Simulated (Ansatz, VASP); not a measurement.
**Two plane-wave programs on SnO**

```
CELL_PARAMETERS angstrom
3.13193 0.00000 0.00000
0.00000 3.13193 0.00000
0.00000 0.00000 3.13193
ATOMIC_POSITIONS crystal
Sn 0.00000 0.00000 0.00000
O 0.50000 0.50000 0.50000
```

Change from the starting cell: species swapped into the GaIr type (Pm-3m, No. 221).

Alike in both runs: functional PBE; k mesh 18 × 18 × 18; occupations gaussian, width 0.1 eV; no spin polarisation.

Ansatz relaxed the structure, and its values are those at the end. VASP's run is a single point on that final structure, the one shown.

|  | VASP | Ansatz |
| --- | --- | --- |
| version | VASP 6.6.1 | Ansatz 0.2.0 |
| potentials or method | VASP PAW PBE potentials, release 64 (Sn_d, O), cutoff 520 eV | scalar-relativistic, plane waves, PAW |
| valence electrons in the cell | 20 | 20 |

Ansatz gave:

| Quantity | Value |
| --- | --- |
| gap on the k mesh at the Fermi level (eV) | none |
| pressure (GPa) | 0.0 |

Question: Estimate VASP's values.

Answer: gap on the k mesh at the Fermi level (eV): none; pressure (GPa): -0.1.

A gap of «none» marks a metal or a gap that the smearing closes.
